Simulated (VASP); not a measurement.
## AlNi: single point with r2SCAN

The system is AlNi.

```
Al Ni
1.0
     1.93869   -1.95319    0.00000
     1.93869    1.95319    0.00000
     0.00000    0.00000    3.09943
Al Ni
1 1
Direct
  0.00000 0.00000 0.00000
  0.50000 0.50000 0.50000
```

| Property | Result |
| --- | --- |
| Program | VASP 6.6.1 |
| Task | single point |
| Functional | r2SCAN |
| Potentials or basis | VASP PAW PBE potentials, release 64 (Al, Ni) |
| Cutoff | 520 eV |
| k mesh | 8 × 8 × 7 |
| Occupations | gaussian, width 0.4 eV |
| Spin | no spin polarisation |

| Item | Value |
| --- | --- |
| Pressure | 0.7 GPa |
| Band gap on the k mesh | zero (an odd number of electrons rules out a gap without spin polarisation) |

Stress tensor (GPa, compression positive):
```
 3.60  0.00  0.00
 0.00  1.94  0.00
 0.00  0.00 -3.40
```

Levels at points of the mesh, in eV from the Fermi level:
| k point | band 2 | band 3 | band 4 | band 5 | band 6 | band 7 | band 8 | band 9 | band 10 | band 11 |
| --- | --- | --- | --- | --- | --- | --- | --- | --- | --- | --- |
| (0.00, 0.00, 0.00) | -3.61 | -3.41 | -1.76 | -1.74 | -1.51 | 3.14 | 7.39 | 7.52 | 7.57 | 8.96 |
| (0.50, 0.00, 0.00) | -6.86 | -2.92 | -2.90 | -2.24 | -1.63 | -0.39 | 8.18 | 8.29 | 9.94 | 12.26 |
| (0.50, 0.50, 0.00) | -3.44 | -2.63 | -2.58 | -2.58 | -2.50 | -0.89 | 2.31 | 3.51 | 11.66 | 14.27 |

It took 2.2 min on 1 thread of Intel Xeon 8259CL, with other jobs on the host, peak memory 0.15 GiB.

Caveat: so wide a smearing shifts energies and pressures; the PAW data sets were made with another functional, which shifts forces and pressure a little. Spin polarisation is off, so any magnetic state and its effect on volume and gap are missing.
